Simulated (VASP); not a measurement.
# H2 in VASP: further runs

H2 is run at these levels: LDA; tasks: single point.

Everything below comes from runs of VASP 6.6.1. Logs are shortened: lines on timing, memory, paths and dates and some standing lists are left out, and cuts for length are marked.

## Step 1: The cell of the first run

The cell holds a molecule in a box, 2 atoms: a = 8.000 Å, b = 8.000 Å, c = 8.000 Å, α = 90.00°, β = 90.00°, γ = 90.00°.

## Step 2: Single point, LDA

INCAR

```
PREC = Accurate
ENCUT = 400
EDIFF = 1E-6
ISMEAR = 0
SIGMA = 0.01
LREAL = False
LASPH = True
NELM = 120
ALGO = Normal
ISIF = 2
LWAVE = False
LCHARG = False
NBANDS = 8
GGA_COMPAT = False
NELMDL = -8
```

KPOINTS

```
regular mesh
0
Gamma
  1 1 1
```

POSCAR

```
H
1.0
    8.0000000000      0.0000000000      0.0000000000
    0.0000000000      8.0000000000      0.0000000000
    0.0000000000      0.0000000000      8.0000000000
H
2
Direct
    0.5000000000      0.5000000000      0.4425000000
    0.5000000000      0.5000000000      0.5575000000
```

Potentials or basis: VASP PAW LDA potentials, release 64 (H).

Command:

```sh
$ cat potpaw_LDA.64/H/POTCAR > POTCAR
$ mpirun -np 1 vasp_gam > vasp.out
```

OUTCAR:

```text
PREC = Accurate
   ENCUT = 400
   EDIFF = 1E-6
   ISMEAR = 0
   LREAL = False
   LASPH = True
   NELM = 120
   ISIF = 2
   NELMDL = -8

 ion  position               nearest neighbor table
   1  0.500  0.500  0.443-
   2  0.500  0.500  0.557-

  LATTYP: Found a simple cubic cell.
 ALAT       =     8.0000000000

  Lattice vectors:

 A1 = (   8.0000000000,   0.0000000000,   0.0000000000)
 A2 = (   0.0000000000,   8.0000000000,   0.0000000000)
 A3 = (   0.0000000000,   0.0000000000,   8.0000000000)

Analysis of symmetry for initial positions (statically):
=====================================================================
 Subroutine PRICEL returns:
 Original cell was already a primitive cell.

 Routine SETGRP: Setting up the symmetry group for a
 simple cubic supercell.

 Subroutine GETGRP returns: Found 16 space group operations
 (whereof 16 operations were pure point group operations)
 out of a pool of 48 trial point group operations.

The static configuration has the point symmetry D_4h.

Analysis of symmetry for dynamics (positions and initial velocities):
=====================================================================
 Subroutine PRICEL returns:
 Original cell was already a primitive cell.

 Routine SETGRP: Setting up the symmetry group for a
 simple cubic supercell.

 Subroutine GETGRP returns: Found 16 space group operations
 (whereof 16 operations were pure point group operations)
 out of a pool of 48 trial point group operations.

The dynamic configuration has the point symmetry D_4h.

 Subroutine INISYM returns: Found 16 space group operations
 (whereof 16 operations are pure point group operations),
 and found     1 'primitive' translations

----------------------------------------------------------------------------------------

                                     Primitive cell

  volume of cell :     512.0000

  direct lattice vectors                    reciprocal lattice vectors
     8.000000000  0.000000000  0.000000000     0.125000000  0.000000000  0.000000000
     0.000000000  8.000000000  0.000000000     0.000000000  0.125000000  0.000000000
     0.000000000  0.000000000  8.000000000     0.000000000  0.000000000  0.125000000

  length of vectors
     8.000000000  8.000000000  8.000000000     0.125000000  0.125000000  0.125000000

  position of ions in fractional coordinates (direct lattice)
     0.500000000  0.500000000  0.442500000
[... 49 lines left out ...]
   LNONCOLLINEAR =      F non collinear calculations
   LSORBIT =      F    spin-orbit coupling
   LASPH  =      T    aspherical Exc in radial PAW
   ENCUT  =  400.0 eV  29.40 Ry    5.42 a.u.  13.05 13.05 13.05*2*pi/ulx,y,z
   NELM   =    120;   NELMIN=  2; NELMDL= -8     # of ELM steps
   EDIFF  = 0.1E-05   stopping-criterion for ELM
   LREAL  =      F    real-space projection
   EDIFFG = 0.1E-04   stopping-criterion for IOM
   NSW    =      0    number of steps for IOM
   IBRION =     -1    ionic relax: 0-MD 1-quasi-New 2-CG
   NFREE  =      0    steps in history (QN), initial steepest desc. (CG)
   ISIF   =      2    stress and relaxation
   ISYM   =      2    0-nonsym 1-usesym 2-fastsym
   POTIM  = 0.5000    time-step for ionic-motion
   TEBEG  =    0.0;   TEEND  =   0.0 temperature during run
   PSTRESS=    0.0 pullay stress
   NELECT =       2.0000    total number of electrons
   NUPDOWN=      -1.0000    fix difference up-down
   EMIN   =  10.00;   EMAX   =-10.00  energy-range for DOS
   EFERMI =   0.00;   METHOD = LEGACY
   ISMEAR =     0;   SIGMA  =   0.01  broadening in eV -4-tet -1-fermi 0-gaus
   EFERMI_NEDOS =   21; number of points for ismear=-14 and -15
   IALGO  =     38    algorithm
   IMIX   =      4    mixing-type and parameters
     AMIX     =   0.40;   BMIX     =  1.00
     AMIX_MAG =   1.60;   BMIX_MAG =  1.00
  volume/ion in A,a.u.               =     256.00      1727.57
  Fermi-wavevector in a.u.,A,eV,Ry     =   0.257827  0.487222  0.904443  0.066475
  Thomas-Fermi vector in A             =   1.082725
   LORBIT       =      0    0 simple, 1 ext, 2 COOP (PROOUT), +10 PAW based schemes
   GGA     = CA    functional components
   LHFCALC =     F    Hartree Fock is set to
   AEXX    =    0.0000 exact exchange contribution
   IVDW    =     0    specifies the selected vdW correction
   LEPSILON=     F    determine dielectric tensor
   LRPA    =     F    only Hartree local field effects (RPA)
 non-spin polarized calculation
 Gauss-broadening in eV      SIGMA  =   0.01
  energy-cutoff  :      400.00
  volume of cell :      512.00
 maximum number of plane-waves:      4658
 NGX is ok and might be reduce to    54
   NGX = 27   NGY = 27   NGZ = 27

 number of electron       2.0000000 magnetization

 Free energy of the ion-electron system (eV)
  ---------------------------------------------------
  ext. energy  EPLUGINS =         0.00000000
  ---------------------------------------------------
  free energy    TOTEN  =        -6.40904767 eV

  energy without entropy =       -6.40904767  energy(sigma->0) =       -6.40904767

 E-fermi :  -9.3745     XC(G=0):  -0.7385

 val. band max:       -9.4449468734   @ k =   0.0000   0.0000   0.0000
 cond. band min:      -0.2323585485   @ k =   0.0000   0.0000   0.0000
 fundamental gap:      9.2125883249
 Fermi energy:        -9.3745182978

 k-point     1 :       0.0000    0.0000    0.0000
  band No.  band energies     occupation
      1      -9.4449      2.00000
      2      -0.2324      0.00000
      3      -0.1519      0.00000
      4       1.3179      0.00000
      5       1.3179      0.00000
      6       1.9297      0.00000
      7       1.9997      0.00000
      8       2.4585      0.00000

------------------------ aborting loop because EDIFF is reached ----------------------------------------

  FORCE on cell =-STRESS in cart. coord.  units (eV):
  Direction    XX          YY          ZZ          XY          YZ          ZX
  --------------------------------------------------------------------------------------
  -------------------------------------------------------------------------------------
  Total       -0.1043692     -0.1043692     -2.9854927      0.0000000      0.0000000      0.0000000
  in kB       -0.3265975     -0.3265975     -9.3423609      0.0000000      0.0000000      0.0000000
  external PRESSURE =      -3.3318520 kB  Pullay stress =       0.0000000 kB

 VOLUME and BASIS-vectors are now :
 -----------------------------------------------------------------------------
  energy-cutoff  :      400.00
  volume of cell :      512.00
      direct lattice vectors                 reciprocal lattice vectors
     8.000000000  0.000000000  0.000000000     0.125000000  0.000000000  0.000000000
     0.000000000  8.000000000  0.000000000     0.000000000  0.125000000  0.000000000
     0.000000000  0.000000000  8.000000000     0.000000000  0.000000000  0.125000000

 POSITION                                       TOTAL-FORCE (eV/Angst)
 -----------------------------------------------------------------------------------
      4.00000      4.00000      3.54000         0.000000     -0.000000      3.133497
      4.00000      4.00000      4.46000         0.000000      0.000000     -3.133497
 -----------------------------------------------------------------------------------
    total drift:                                0.000000      0.000000      0.000000

  FREE ENERGIE OF THE ION-ELECTRON SYSTEM (eV)
  ---------------------------------------------------
  free  energy   TOTEN  =        -6.4090476737 eV

  energy  without entropy=       -6.4090476737  energy(sigma->0) =       -6.40904767
```

stdout:

```text
POSCAR found type information on POSCAR H
 POSCAR found :  1 types and       2 ions
 scaLAPACK will be used
 LDA part: xc-table for (Slater(with rela. corr.)+CA(PZ))
 , standard interpolation
 POSCAR, INCAR and KPOINTS ok, starting setup
 FFT: planning ... GRIDC
 FFT: planning ... GRID_SOFT
 FFT: planning ... GRID
 WAVECAR not read
 entering main loop
```

It took 6.8 s on 1 thread of AMD EPYC 7R43 (Zen 3), shared host; peak memory 0.23 GiB.

Results:

| Quantity | Value |
| --- | --- |
| Free energy | -6.4090 eV |
| Largest force | 3.133 eV/Å |
| Gap between the frontier levels | 9.21 eV |

Forces in eV/Å, atoms in the order of the input:
```
H    0.000  0.000  3.133
H    0.000  0.000 -3.133
```

Levels at points of the mesh, in eV from the valence-band top:
| k point | band 1 | band 2 | band 3 | band 4 | band 5 | band 6 |
| --- | --- | --- | --- | --- | --- | --- |
| (0.00, 0.00, 0.00) | 0.00 | 9.21 | 9.29 | 10.76 | 10.76 | 11.37 |

## Step 3: Single point, LDA

INCAR

```
SYSTEM = H
PREC = Accurate
ENCUT = 400
EDIFF = 1E-6
ISMEAR = 0
SIGMA = 0.01
LREAL = .FALSE.
LASPH = .TRUE.
NELM = 120
ALGO = Normal
ISIF = 2
LWAVE = .FALSE.
LCHARG = .FALSE.
GGA = CA
NBANDS = 8
GGA_COMPAT = .FALSE.
NELMDL = -8
```

KPOINTS

```
regular mesh
0
G
  1 1 1
  0 0 0
```

POSCAR

```
H
1.0
    8.0000000000      0.0000000000      0.0000000000
    0.0000000000      8.0000000000      0.0000000000
    0.0000000000      0.0000000000      8.0000000000
H
2
Direct
    0.5000000000      0.5000000000      0.4375000000
    0.5000000000      0.5000000000      0.5625000000
```

Potentials or basis: VASP PAW LDA potentials, release 64 (H).

Command:

```sh
$ cat potpaw_LDA.64/H/POTCAR > POTCAR
$ mpirun -np 1 vasp_gam > vasp.out
```

Wall time 9.5 s (1 thread of AMD EPYC 7R43 (Zen 3), shared host); peak memory 0.23 GiB.

The run converged. Its results:

| Quantity | Value |
| --- | --- |
| Free energy | -6.1255 eV |
| Largest force | 3.886 eV/Å |
| Gap between the frontier levels | 8.59 eV |

Forces in eV/Å, atoms in the order of the input:
```
H    0.000  0.000  3.886
H    0.000  0.000 -3.886
```

Levels at points of the mesh, in eV from the valence-band top:
```tsv
k point	band 1	band 2	band 3	band 4	band 5
(0.00, 0.00, 0.00)	0.00	8.59	8.93	10.44	10.44
```

## Step 4: Single point, LDA

INCAR

```
PREC = Accurate ; ENCUT = 400
EDIFF = 1E-6 ; ISMEAR = 0
SIGMA = 0.01 ; LREAL = False
LASPH = True ; NELM = 120
ALGO = Normal ; ISIF = 2
LWAVE = False ; LCHARG = False
GGA = CA ; NBANDS = 8
GGA_COMPAT = False ; NELMDL = -8
```

KPOINTS

```
Automatic mesh
0
Gamma
  1 1 1
```

POSCAR

```
H
1.0
    8.0000000000      0.0000000000      0.0000000000
    0.0000000000      8.0000000000      0.0000000000
    0.0000000000      0.0000000000      8.0000000000
H
2
Direct
    0.5000000000      0.5000000000      0.4312500000
    0.5000000000      0.5000000000      0.5687500000
```

Potentials or basis: VASP PAW LDA potentials, release 64 (H).

Command:

```sh
$ cat potpaw_LDA.64/H/POTCAR > POTCAR
$ mpirun -np 1 vasp_gam > vasp.out
```

OUTCAR:

```text
PREC = Accurate
   ENCUT = 400
   EDIFF = 1E-6
   ISMEAR = 0
   LREAL = False
   LASPH = True
   NELM = 120
   ISIF = 2
   GGA = CA
   NELMDL = -8

 ion  position               nearest neighbor table
   1  0.500  0.500  0.431-
   2  0.500  0.500  0.569-

  LATTYP: Found a simple cubic cell.
 ALAT       =     8.0000000000

  Lattice vectors:

 A1 = (   8.0000000000,   0.0000000000,   0.0000000000)
 A2 = (   0.0000000000,   8.0000000000,   0.0000000000)
 A3 = (   0.0000000000,   0.0000000000,   8.0000000000)

Analysis of symmetry for initial positions (statically):
=====================================================================
 Subroutine PRICEL returns:
 Original cell was already a primitive cell.

 Routine SETGRP: Setting up the symmetry group for a
 simple cubic supercell.

 Subroutine GETGRP returns: Found 16 space group operations
 (whereof 16 operations were pure point group operations)
 out of a pool of 48 trial point group operations.
[... 133 lines left out ...]
  ---------------------------------------------------
  ext. energy  EPLUGINS =         0.00000000
  ---------------------------------------------------
  free energy    TOTEN  =        -5.70990451 eV

  energy without entropy =       -5.70990451  energy(sigma->0) =       -5.70990451

 E-fermi :  -8.7862     XC(G=0):  -0.8048

 val. band max:       -8.8533417691   @ k =   0.0000   0.0000   0.0000
 cond. band min:      -1.1253326915   @ k =   0.0000   0.0000   0.0000
 fundamental gap:      7.7280090775
 Fermi energy:        -8.7861786238

 k-point     1 :       0.0000    0.0000    0.0000
  band No.  band energies     occupation
      1      -8.8533      2.00000
      2      -1.1253      0.00000
      3      -0.2488      0.00000
      4       1.2219      0.00000
      5       1.2219      0.00000
      6       1.8434      0.00000
      7       1.9506      0.00000
      8       2.4982      0.00000

------------------------ aborting loop because EDIFF is reached ----------------------------------------

  FORCE on cell =-STRESS in cart. coord.  units (eV):
  Direction    XX          YY          ZZ          XY          YZ          ZX
  --------------------------------------------------------------------------------------
  -------------------------------------------------------------------------------------
  Total       -0.0896308     -0.0896308     -4.8571227     -0.0000000     -0.0000000      0.0000000
  in kB       -0.2804775     -0.2804775    -15.1991638     -0.0000000     -0.0000000      0.0000000
  external PRESSURE =      -5.2533729 kB  Pullay stress =       0.0000000 kB

 VOLUME and BASIS-vectors are now :
 -----------------------------------------------------------------------------
  energy-cutoff  :      400.00
  volume of cell :      512.00
      direct lattice vectors                 reciprocal lattice vectors
     8.000000000  0.000000000  0.000000000     0.125000000  0.000000000  0.000000000
     0.000000000  8.000000000  0.000000000     0.000000000  0.125000000  0.000000000
     0.000000000  0.000000000  8.000000000     0.000000000  0.000000000  0.125000000

 POSITION                                       TOTAL-FORCE (eV/Angst)
 -----------------------------------------------------------------------------------
      4.00000      4.00000      3.45000         0.000000     -0.000000      4.355111
      4.00000      4.00000      4.55000         0.000000      0.000000     -4.355111
 -----------------------------------------------------------------------------------
    total drift:                                0.000000      0.000000      0.000000

  FREE ENERGIE OF THE ION-ELECTRON SYSTEM (eV)
  ---------------------------------------------------
  free  energy   TOTEN  =        -5.7099045075 eV

  energy  without entropy=       -5.7099045075  energy(sigma->0) =       -5.70990451
```

OSZICAR:

```text
N       E                     dE             d eps       ncg     rms          rms(c)
DAV:   1    -0.373208711722E+01   -0.37321E+01   -0.46529E+02    16   0.111E+02
DAV:   2    -0.596376690440E+01   -0.22317E+01   -0.22317E+01    24   0.182E+01
DAV:   3    -0.596950920784E+01   -0.57423E-02   -0.57423E-02    24   0.105E+00
DAV:   4    -0.596951130787E+01   -0.21000E-05   -0.21000E-05    16   0.241E-02
DAV:   5    -0.596951132145E+01   -0.13586E-07   -0.13585E-07    16   0.225E-03
DAV:   6    -0.596951132158E+01   -0.12821E-09   -0.12729E-09    16   0.212E-04
DAV:   7    -0.596951132158E+01   -0.14779E-11   -0.67146E-12    32   0.232E-05
DAV:   8    -0.596951132158E+01    0.00000E+00    0.14566E-12    16   0.616E-08    0.244E+00
DAV:   9    -0.580118697804E+01    0.16832E+00   -0.88019E-02    16   0.785E-01    0.136E+00
DAV:  10    -0.570426177513E+01    0.96925E-01   -0.18410E-01    16   0.116E+00    0.170E-01
DAV:  11    -0.570615675030E+01   -0.18950E-02   -0.16012E-03    16   0.138E-01    0.650E-02
DAV:  12    -0.570638814045E+01   -0.23139E-03   -0.63246E-04    16   0.656E-02    0.265E-02
DAV:  13    -0.570886649913E+01   -0.24784E-02   -0.65292E-04    16   0.600E-02    0.113E-02
DAV:  14    -0.570951202836E+01   -0.64553E-03   -0.52970E-05    16   0.204E-02    0.783E-03
DAV:  15    -0.570979750455E+01   -0.28548E-03   -0.40818E-05    16   0.167E-02    0.222E-03
DAV:  16    -0.570989453244E+01   -0.97028E-04   -0.13084E-05    16   0.841E-03    0.768E-04
DAV:  17    -0.570990080622E+01   -0.62738E-05   -0.30614E-07    16   0.135E-03    0.306E-04
DAV:  18    -0.570990444890E+01   -0.36427E-05   -0.34814E-07    16   0.146E-03    0.141E-04
DAV:  19    -0.570990450754E+01   -0.58631E-07   -0.14910E-09    16   0.107E-04
   1 F= -.57099045E+01 E0= -.57099045E+01  d E =-.144840E-21
```

stdout:

```text
POSCAR found type information on POSCAR H
 POSCAR found :  1 types and       2 ions
 scaLAPACK will be used
 LDA part: xc-table for (Slater(with rela. corr.)+CA(PZ))
 , standard interpolation
 POSCAR, INCAR and KPOINTS ok, starting setup
 FFT: planning ... GRIDC
 FFT: planning ... GRID_SOFT
 FFT: planning ... GRID
 WAVECAR not read
 entering main loop
```

Run time: 9.1 s. Hardware: 1 thread of AMD EPYC 7R43 (Zen 3), shared host; peak memory 0.22 GiB.

What came out:

| Item | Value |
| --- | --- |
| Free energy | -5.7099 eV |
| Largest force | 4.355 eV/Å |
| Gap between the frontier levels | 7.73 eV |

Forces on the atoms (eV/Å):
```
H    0.000  0.000  4.355
H    0.000  0.000 -4.355
```

## Step 5: Single point, LDA

INCAR

```
SYSTEM = H
ALGO = Normal
EDIFF = 1E-6
ENCUT = 400
GGA_COMPAT = .FALSE.
ISIF = 2
ISMEAR = 0
LASPH = .TRUE.
LCHARG = .FALSE.
LREAL = .FALSE.
LWAVE = .FALSE.
NBANDS = 8
NELM = 120
NELMDL = -8
PREC = Accurate
SIGMA = 0.01
```

KPOINTS

```
k-points
0
G
  1 1 1
  0 0 0
```

POSCAR

```
H
1.0
    8.0000000000      0.0000000000      0.0000000000
    0.0000000000      8.0000000000      0.0000000000
    0.0000000000      0.0000000000      8.0000000000
H
2
Direct
    0.5000000000      0.5000000000      0.4250000000
    0.5000000000      0.5000000000      0.5750000000
```

Command:

```sh
$ cat potpaw_LDA.64/H/POTCAR > POTCAR
$ mpirun -np 1 vasp_gam > vasp.out
```

Run time: 8.5 s. Hardware: 1 thread of AMD EPYC 7R43 (Zen 3), shared host; peak memory 0.23 GiB.

It converged, with:

- Free energy: -5.2658 eV
- Largest force: 4.484 eV/Å
- Gap between the frontier levels: 6.91 eV

Forces on the atoms (eV/Å):
```
H    0.000  0.000  4.484
H    0.000  0.000 -4.484
```

Levels at points of the mesh, in eV from the valence-band top:
```
           k point  band 1  band 2  band 3  band 4
(0.00, 0.00, 0.00)    0.00    6.91    8.32    9.76
```

## Step 6: Overview

| cell | gap on the mesh (eV) | largest force (eV/Å) |
| --- | --- | --- |
| as given, atomic positions A | 9.21 | 3.13 |
| as given, atomic positions B | 8.59 | 3.89 |
| as given, atomic positions C | 7.73 | 4.36 |
| as given, atomic positions D | 6.91 | 4.48 |

Alike in all rows: task single point; level LDA; potentials or basis VASP PAW LDA potentials, release 64 (H); no spin polarisation; k mesh 1 × 1 × 1; cutoff (eV) 400; smearing gaussian 0.01 eV.

Absolute energies hang on the potentials; compare differences alone.
